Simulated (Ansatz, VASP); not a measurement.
## SiO2 in VASP and in Ansatz

```
CELL_PARAMETERS angstrom
4.17730 0.00000 0.00000
0.00000 4.17730 0.00000
0.00000 0.00000 2.66520
ATOMIC_POSITIONS crystal
Si 0.00000 0.00000 0.00000
Si 0.50000 0.50000 0.50000
O 0.30549 0.30549 0.00000
O 0.19451 0.80549 0.50000
O 0.69451 0.69451 0.00000
O 0.80549 0.19451 0.50000
```

Alike in both runs: functional PBE; k mesh 5 × 5 × 7; occupations fermi-dirac, width 0.02 eV; no spin polarisation.

Ansatz relaxed the structure, and its values are those at the end. VASP's run is a single point on that final structure, the one shown.

|  | VASP | Ansatz |
| --- | --- | --- |
| version | VASP 6.6.1 | Ansatz 0.2.0 |
| potentials or method | VASP PAW PBE potentials, release 64 (Si, O) | plane-wave PAW, scalar-relativistic |
| plane-wave cutoff (eV) | 520 | 420 |
| valence electrons in the cell | 32 | 32 |

Ansatz gave:

| Item | Value |
| --- | --- |
| gap on the k mesh at the Fermi level (eV) | 5.62 |
| pressure (GPa) | 11.0 |
| rms of the force components (eV/Å) | 0.000 |

Question: Which values does VASP return?

Answer: gap on the k mesh at the Fermi level (eV): 5.61; pressure (GPa): 11.2; rms of the force components (eV/Å): 0.008.

Ansatz's warnings: stress scf threshold loose.
